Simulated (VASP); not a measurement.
Wanted: the native input for a VASP 6.6.1 run.

- Task: single point
- Functional: PBE
- Potentials or basis: VASP PAW PBE potentials, release 64 (Be, Pt)
- Cutoff: 520 eV
- k mesh: 20 × 20 × 20
- Occupations: gaussian, width 0.1 eV
- Spin: no spin polarisation
- Dipole correction: no
- Further INCAR settings: ALGO = Normal; EDIFF = 1e-07; NBANDS = 13

The structure of BePt lies in POSCAR:

```
BePt
1.0
    0.0000000000      2.3088394808      2.3088394808
    2.3088394808      0.0000000000      2.3088394808
    2.3088394808      2.3088394808      0.0000000000
Be Pt
1 1
Direct
    0.0000000000      0.0000000000      0.0000000000
    0.5000000000      0.5000000000      0.5000000000
```

One way to write it, as run:

INCAR

```
ALGO = Normal ; EDIFF = 1E-7
ENCUT = 520 ; GGA = PE
ISIF = 2 ; ISMEAR = 0
LASPH = True ; LCHARG = False
LREAL = False ; LWAVE = False
NBANDS = 13 ; NELM = 60
PREC = Accurate ; SIGMA = 0.1
```

KPOINTS

```
k-points
0
Gamma
  20 20 20
```

Potentials or basis: VASP PAW PBE potentials, release 64 (Be, Pt).

Run with:

```bash
$ cat potpaw_PBE.64/Be/POTCAR potpaw_PBE.64/Pt/POTCAR > POTCAR
$ mpirun -np 1 vasp_std > vasp.out
```

It gave:

* Pressure: 5.2 GPa
* Band gap on the k mesh: zero (bands 6 and 7 overlap by 0.84 eV)

Caveat: the cell stands under pressure; spin-orbit coupling is left out, which moves the levels of the heavy elements.

Run time: 22 s on 1 thread of Intel(R) Xeon(R) 6975P-C (Granite Rapids), on a shared host, peak memory 0.21 GiB.
